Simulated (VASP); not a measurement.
MgO, 2 atoms in the cell. Symmetry: Fm-3m, No. 225, cubic system. Conventional cell: a = 4.200 Å, b = 4.200 Å, c = 4.200 Å, α = 90.00°, β = 90.00°, γ = 90.00°. Mg (site symmetry m-3m) has 6 O at 2.10 Å within 2.8 Å. Within 2.8 Å of O (site symmetry m-3m) lie 6 Mg at 2.10 Å. 

| Quantity | Value |
| --- | --- |
| Program | VASP 6.6.1 |
| Task | single point |
| Functional | r2SCAN |
| Potentials or basis | VASP PAW PBE potentials, release 64 (Mg, O) |
| Cutoff | 660 eV |
| k mesh | 9 × 9 × 9 |
| Occupations | fermi-dirac, width 0.003 eV |
| Spin | no spin polarisation |
| Dipole correction | no |
| Further INCAR settings | ALGO = Normal; EDIFF = 1e-06; NBANDS = 11 |

Potentials or basis: VASP PAW PBE potentials, release 64 (Mg, O).

The run is started by

```sh
$ cat potpaw_PBE.64/Mg/POTCAR potpaw_PBE.64/O/POTCAR > POTCAR
$ cp INCAR.step1 INCAR
$ mpirun -np 1 vasp_std > vasp.out
$ cp INCAR.step2 INCAR
$ mpirun -np 1 vasp_std > vasp.out
```

Hardware: 1 thread of Intel Xeon 8259CL (shared host).

Task: Estimate the wall time of this run.

Result: It took 110 s on 1 thread of Intel Xeon 8259CL (shared host), peak memory 0.17 GiB. Counts: k points 35.
